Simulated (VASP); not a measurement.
# P in VASP: notebook, part 2 of 3

VASP 6.6.1.

## (3) Single point, r2SCAN

Input file POSCAR:

```
P
1.0
    3.2800000000      0.0000000000      0.0000000000
   -1.6400000000      2.8405633244      0.0000000000
    0.0000000000      0.0000000000     28.0000000000
P
2
Direct
    0.3333333333      0.6666666667      0.5187321429
    0.6666666667      0.3333333333      0.4812678571
```

Input file INCAR.step1:

```
PREC     = Accurate       # precision mode
ENCUT    = 520            # plane-wave cutoff, eV
ISMEAR   = 0              # smearing method
SIGMA    = 0.02           # smearing width, eV
LREAL    = False          # projectors in reciprocal space
LASPH    = True           # aspherical terms in the spheres
NELM     = 100            # most SCF steps
LDIPOL   = True         
IDIPOL   = 3            
DIPOL    = 0.5 0.5 0.500
NBANDS   = 12             # bands
GGA      = PE             # functional
ALGO     = Normal         # electronic algorithm
EDIFF    = 1E-4           # SCF threshold, eV
LWAVE    = True           # write WAVECAR
LCHARG   = False          # write CHGCAR
```

Input file INCAR.step2:

```
PREC     = Accurate       # precision mode
ENCUT    = 520            # plane-wave cutoff, eV
EDIFF    = 1E-6           # SCF threshold, eV
ISMEAR   = 0              # smearing method
SIGMA    = 0.02           # smearing width, eV
LREAL    = False          # projectors in reciprocal space
LASPH    = True           # aspherical terms in the spheres
NELM     = 100            # most SCF steps
ALGO     = Normal         # electronic algorithm
ISIF     = 2              # what is computed and relaxed
LWAVE    = False          # write WAVECAR
LCHARG   = True           # write CHGCAR
LDIPOL   = True         
IDIPOL   = 3            
DIPOL    = 0.5 0.5 0.500
METAGGA  = R2SCAN         # meta-GGA
LMIXTAU  = True         
LELF     = True           # ELF
LVHAR    = True         
LVACPOTAV= True         
NBANDS   = 12             # bands
ISTART   = 1
```

Input file KPOINTS:

```
regular mesh
0
Gamma
  9 9 1
```

Potentials or basis: VASP PAW PBE potentials, release 64 (P).

Command:

```console
$ cat potpaw_PBE.64/P/POTCAR > POTCAR
$ cp INCAR.step1 INCAR
$ mpirun -np 1 vasp_std > vasp.out
$ cp INCAR.step2 INCAR
$ mpirun -np 1 vasp_std > vasp.out
```

OUTCAR:

```text
PREC = Accurate
   ENCUT = 520
   EDIFF = 1E-6
   ISMEAR = 0
   LREAL = False
   LASPH = True
   NELM = 100
   ISIF = 2
   METAGGA = R2SCAN
   ISTART = 1

 ion  position               nearest neighbor table
   1  0.333  0.667  0.519-   2 2.16   2 2.16   2 2.16
   2  0.667  0.333  0.481-   1 2.16   1 2.16   1 2.16

  LATTYP: Found a hexagonal cell.
 ALAT       =     3.2800000000
 C/A-ratio  =     8.5365853659

  Lattice vectors:

 A1 = (   3.2800000000,   0.0000000000,   0.0000000000)
 A2 = (  -1.6400000000,   2.8405633244,   0.0000000000)
 A3 = (   0.0000000000,   0.0000000000,  28.0000000000)

Analysis of symmetry for initial positions (statically):
=====================================================================
 Subroutine PRICEL returns:
 Original cell was already a primitive cell.

 Routine SETGRP: Setting up the symmetry group for a
 hexagonal supercell.

 Subroutine GETGRP returns: Found 12 space group operations
 (whereof 12 operations were pure point group operations)
 out of a pool of 24 trial point group operations.

The static configuration has the point symmetry D_3d.

Analysis of symmetry for dynamics (positions and initial velocities):
=====================================================================
 Subroutine PRICEL returns:
 Original cell was already a primitive cell.

 Routine SETGRP: Setting up the symmetry group for a
 hexagonal supercell.

 Subroutine GETGRP returns: Found 12 space group operations
 (whereof 12 operations were pure point group operations)
 out of a pool of 24 trial point group operations.

The dynamic configuration has the point symmetry D_3d.

 Subroutine INISYM returns: Found 12 space group operations
 (whereof 12 operations are pure point group operations),
 and found     1 'primitive' translations

----------------------------------------------------------------------------------------

                                     Primitive cell

  volume of cell :     260.8773

  direct lattice vectors                    reciprocal lattice vectors
     3.280000000  0.000000000  0.000000000     0.304878049  0.176021424  0.000000000
    -1.640000000  2.840563324  0.000000000     0.000000000  0.352042847  0.000000000
     0.000000000  0.000000000 28.000000000     0.000000000  0.000000000  0.035714286

  length of vectors
     3.280000000  3.280000000 28.000000000     0.352042847  0.352042847  0.035714286

  position of ions in fractional coordinates (direct lattice)
     0.333333333  0.666666667  0.518732143
     0.666666667  0.333333333  0.481267857

  ion indices of the primitive-cell ions
   primitive index   ion index
                 1           1
                 2           2

----------------------------------------------------------------------------------------

 KPOINTS: regular mesh

Automatic generation of k-mesh.
 Grid dimensions read from file:
 generate k-points for:    9    9    1

 Generating k-lattice:

  Cartesian coordinates                     Fractional coordinates (reciprocal lattice)
[... 27 lines left out ...]
  0.333333  0.222222  0.000000     12.000000
  0.333333  0.333333  0.000000      2.000000
   k-points           NKPTS =     12   k-points in BZ     NKDIM =     12   number of bands    NBANDS=     12
   number of dos      NEDOS =    301   number of ions     NIONS =      2
   total plane-waves  NPLWV = 120960
   dimension x,y,z NGX =    24 NGY =   24 NGZ =  210
   dimension x,y,z NGXF=    48 NGYF=   48 NGZF=  420
   ions per type =               2
   NGX,Y,Z   is equivalent  to a cutoff of  12.16, 12.16, 12.47 a.u.
   NGXF,Y,Z  is equivalent  to a cutoff of  24.33, 24.33, 24.94 a.u.
 SYSTEM =  unknown system
   PREC   = accura    normal or accurate (medium, high low for compatibility)
   ISTART =      1    job   : 0-new  1-cont  2-samecut
   ICHARG =      0    charge: 1-file 2-atom 10-const
   ISPIN  =      1    spin polarized calculation?
   LNONCOLLINEAR =      F non collinear calculations
   LSORBIT =      F    spin-orbit coupling
   LASPH  =      T    aspherical Exc in radial PAW
   ENCUT  =  520.0 eV  38.22 Ry    6.18 a.u.   6.10  6.10 52.06*2*pi/ulx,y,z
   NELM   =    100;   NELMIN=  2; NELMDL=  0     # of ELM steps
   EDIFF  = 0.1E-05   stopping-criterion for ELM
   LREAL  =      F    real-space projection
   EDIFFG = 0.1E-04   stopping-criterion for IOM
   NSW    =      0    number of steps for IOM
   IBRION =     -1    ionic relax: 0-MD 1-quasi-New 2-CG
   NFREE  =      0    steps in history (QN), initial steepest desc. (CG)
   ISIF   =      2    stress and relaxation
   ISYM   =      2    0-nonsym 1-usesym 2-fastsym
   POTIM  = 0.5000    time-step for ionic-motion
   TEBEG  =    0.0;   TEEND  =   0.0 temperature during run
   PSTRESS=    0.0 pullay stress
   NELECT =      10.0000    total number of electrons
   NUPDOWN=      -1.0000    fix difference up-down
   EMIN   =  10.00;   EMAX   =-10.00  energy-range for DOS
   EFERMI =   0.00;   METHOD = LEGACY
   ISMEAR =     0;   SIGMA  =   0.02  broadening in eV -4-tet -1-fermi 0-gaus
   EFERMI_NEDOS =   21; number of points for ismear=-14 and -15
   IALGO  =     38    algorithm
   IMIX   =      4    mixing-type and parameters
     AMIX     =   0.40;   BMIX     =  1.00
     AMIX_MAG =   1.60;   BMIX_MAG =  1.00
  volume/ion in A,a.u.               =     130.44       880.24
  Fermi-wavevector in a.u.,A,eV,Ry     =   0.551988  1.043105  4.145564  0.304690
  Thomas-Fermi vector in A             =   1.584231
   LORBIT       =      0    0 simple, 1 ext, 2 COOP (PROOUT), +10 PAW based schemes
   METAGGA = R2SCAN    functional components
   LHFCALC =     F    Hartree Fock is set to
   AEXX    =    0.0000 exact exchange contribution
   IVDW    =     0    specifies the selected vdW correction
   LEPSILON=     F    determine dielectric tensor
   LRPA    =     F    only Hartree local field effects (RPA)
 non-spin polarized calculation
 Gauss-broadening in eV      SIGMA  =   0.02
  energy-cutoff  :      520.00
  volume of cell :      260.88
 maximum number of plane-waves:      7086
   NGX = 13   NGY = 13   NGZ =105

 number of electron       9.9999997 magnetization

 dipolmoment           0.000000      0.000000     -0.000000 electrons x Angstroem

 Free energy of the ion-electron system (eV)
  ---------------------------------------------------
  ext. energy  EPLUGINS =         0.00000000
  ---------------------------------------------------
  free energy    TOTEN  =       -17.62335589 eV

  energy without entropy =      -17.62335589  energy(sigma->0) =      -17.62335589

 E-fermi :  -4.3342     XC(G=0):  -1.8024

 val. band max:       -4.4405773933   @ k =   0.2222  -0.0000   0.0000
 cond. band min:      -3.3733909613   @ k =   0.4444  -0.0000   0.0000
 fundamental gap:      1.0671864320
 Fermi energy:        -4.3341794712

 k-point     1 :       0.0000    0.0000    0.0000
  band No.  band energies     occupation
      1     -20.6714      2.00000
      2     -11.2018      2.00000
      3      -6.3435      2.00000
      4      -6.3435      2.00000
      5      -4.6763      2.00000
      6      -1.4637      0.00000
      7      -1.3431      0.00000
      8      -1.3431      0.00000
      9       1.3311      0.00000
     10       1.6949      0.00000
     11       1.9929      0.00000
     12       2.1548      0.00000
[... 151 lines left out ...]
 k-point    12 :       0.3333    0.3333    0.0000
  band No.  band energies     occupation
      1     -15.9231      2.00000
      2     -15.9231      2.00000
      3     -11.5158      2.00000
      4      -6.5975      2.00000
      5      -6.5975      2.00000
      6      -1.9986      0.00000
      7       1.9386      0.00000
      8       1.9386      0.00000
      9       3.2436      0.00000
     10       4.4809      0.00000
     11       4.4809      0.00000
     12       5.7721      0.00000

------------------------ aborting loop because EDIFF is reached ----------------------------------------

  FORCE on cell =-STRESS in cart. coord.  units (eV):
  Direction    XX          YY          ZZ          XY          YZ          ZX
  --------------------------------------------------------------------------------------
  -------------------------------------------------------------------------------------
  Total        1.0872883      1.0872883      2.9354406      0.0000000     -0.0000000      0.0000000
  in kB        6.6775773      6.6775773     18.0279990      0.0000000     -0.0000000      0.0000000
  external PRESSURE =      10.4610512 kB  Pullay stress =       0.0000000 kB

 VOLUME and BASIS-vectors are now :
 -----------------------------------------------------------------------------
  energy-cutoff  :      520.00
  volume of cell :      260.88
      direct lattice vectors                 reciprocal lattice vectors
     3.280000000  0.000000000  0.000000000     0.304878049  0.176021424  0.000000000
    -1.640000000  2.840563324  0.000000000     0.000000000  0.352042847  0.000000000
     0.000000000  0.000000000 28.000000000     0.000000000  0.000000000  0.035714286

 POSITION                                       TOTAL-FORCE (eV/Angst)
 -----------------------------------------------------------------------------------
     -0.00000      1.89371     14.52450         0.000000      0.000000      2.809428
      1.64000      0.94685     13.47550        -0.000000     -0.000000     -2.809428
 -----------------------------------------------------------------------------------
    total drift:                                0.000000     -0.000000      0.000000

  FREE ENERGIE OF THE ION-ELECTRON SYSTEM (eV)
  ---------------------------------------------------
  free  energy   TOTEN  =       -17.6233558887 eV

  energy  without entropy=      -17.6233558887  energy(sigma->0) =      -17.62335589

 vacuum level on the upper side and lower side of the slab         1.719         1.719
```

Run time: 2.4 min. Hardware: 1 thread of AMD EPYC 9R45 (Zen 5), shared host; peak memory 0.35 GiB.

Results:

* Free energy: -17.6234 eV
* Largest force: 2.809 eV/Å
* Band gap on the k mesh: 1.07 eV (least direct gap 1.70 eV)

Forces on the atoms (eV/Å):
```
P    0.000  0.000  2.809
P    0.000  0.000 -2.809
```

Caveat: the PAW data sets were made with another functional, which shifts forces and pressure a little.

(Continued in part 3 of 3.)
